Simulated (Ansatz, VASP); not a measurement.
**Ta2N3 in VASP and in Ansatz**

```
Ta N
1.0
     5.19963    0.00000    0.00000
    -2.59981    4.50301    0.00000
     0.00000    0.00000   17.91036
Ta N
4 6
Cartesian
  0.0000 0.0000 7.5000
  0.0000 3.0020 8.9552
  2.5998 1.5010 8.9552
  0.0000 0.0000 10.4104
  -1.0202 1.7670 7.5000
  2.0404 0.0000 7.5000
  1.5796 2.7360 7.5000
  -1.0202 1.7670 10.4104
  2.0404 0.0000 10.4104
  1.5796 2.7360 10.4104
```

Alike in both runs: task single point; functional r2SCAN; k mesh 9 × 9 × 1; occupations gaussian, width 0.1 eV; no spin polarisation.

|  | VASP | Ansatz |
| --- | --- | --- |
| version | VASP 6.6.1 | Ansatz 0.2.0 |
| potentials or method | VASP PAW PBE potentials, release 64 (Ta_pv, N), cutoff 520 eV | scalar-relativistic, plane waves, PAW |
| valence electrons in the cell | 74 | 82 |

|  | VASP | Ansatz | Ansatz less VASP |
| --- | --- | --- | --- |
| gap on the k mesh at the Fermi level (eV) | none | none | - |
| rms of the force components (eV/Å) | 1.563 | 1.595 | +0.0319 |

VASP's potentials were made for PBE, not for r2SCAN. A gap of «none» marks a metal or a gap that the smearing closes. VASP's potentials hold 74 valence electrons a cell and Ansatz's 82, so a difference there can come from the potentials and not from the codes. Ansatz's warnings: xc potential rough in thin density.

Spin-orbit coupling is off throughout.
